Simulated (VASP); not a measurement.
A run of VASP 6.6.1:

The input INCAR:

```
PREC = Accurate
ENCUT = 520
EDIFF = 1E-7
ISMEAR = 0
SIGMA = 0.15
LREAL = F
LASPH = T
NELM = 150
ALGO = Fast
ISIF = 2
LWAVE = F
LCHARG = F
ISPIN = 2
MAGMOM = 1 2.2 2.2 2.2
LORBIT = 11
NUPDOWN = 7.6
LMAXMIX = 4
GGA = PS
NBANDS = 32
```

KPOINTS

```
regular mesh
0
Gamma
  12 12 12
```

POSCAR

```
TiCo3
1.0
    3.7360489029      0.0000000000      0.0000000000
    0.0000000000      3.7360489029      0.0000000000
    0.0000000000      0.0000000000      3.7360489029
Ti Co
1 3
Direct
    0.0000000000      0.0000000000      0.0000000000
    0.0000000000      0.5000000000      0.5000000000
    0.5000000000      0.0000000000      0.5000000000
    0.5000000000      0.5000000000      0.0000000000
```

Potentials or basis: VASP PAW PBE potentials, release 64 (Ti_sv, Co).

Run with:

```sh
$ cat potpaw_PBE.64/Ti_sv/POTCAR potpaw_PBE.64/Co/POTCAR > POTCAR
$ mpirun -np 1 vasp_std > vasp.out
```

Hardware: 1 thread of Intel(R) Xeon(R) 6975P-C (Granite Rapids), with other jobs on the host.

Question: How long does it take, and how much memory?

Answer: Run time: 3.1 min on 1 thread of Intel(R) Xeon(R) 6975P-C (Granite Rapids), on a shared host, peak memory 0.31 GiB. Counts: scf iterations 24, k points 84.
